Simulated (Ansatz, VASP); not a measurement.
**Two plane-wave programs on EuBi**

```
Eu Bi
1.0
     4.23108    0.00000    0.00000
    -2.11554    3.66422    0.00000
     0.00000    0.00000    4.79887
Eu Bi
1 1
Direct
  0.00000 0.00000 0.00000
  0.66667 0.33333 0.50000
```

Alike in both runs: task single point; functional PBE; k mesh 8 × 8 × 8; occupations gaussian, width 0.05 eV; collinear spin; Hubbard terms Eu f U = 6.0 eV.

|  | VASP | Ansatz |
| --- | --- | --- |
| version | VASP 6.6.1 | Ansatz 0.2.0 |
| potentials or method | VASP PAW PBE potentials, release 64 (Eu, Bi_d), cutoff 520 eV | scalar-relativistic, plane waves, PAW |
| valence electrons in the cell | 32 | 32 |

```csv
,VASP,Ansatz,Ansatz less VASP
gap on the k mesh at the Fermi level (eV),none,none,-
pressure (GPa),0.1,0.0,-0.15
net moment per atom (μB),3.54,3.55,+0.009
size of the moment on the site where the two differ most (μB),6.74,6.96,+0.221
```

Site moments also hang on the region over which each program counts them. The programs project onto different local orbitals, so the same U acts differently, and such runs can settle in different states. A gap of «none» marks a metal or a gap that the smearing closes. Ansatz's warnings: filled band counts differ across k points.

Neither program's run includes spin-orbit coupling.
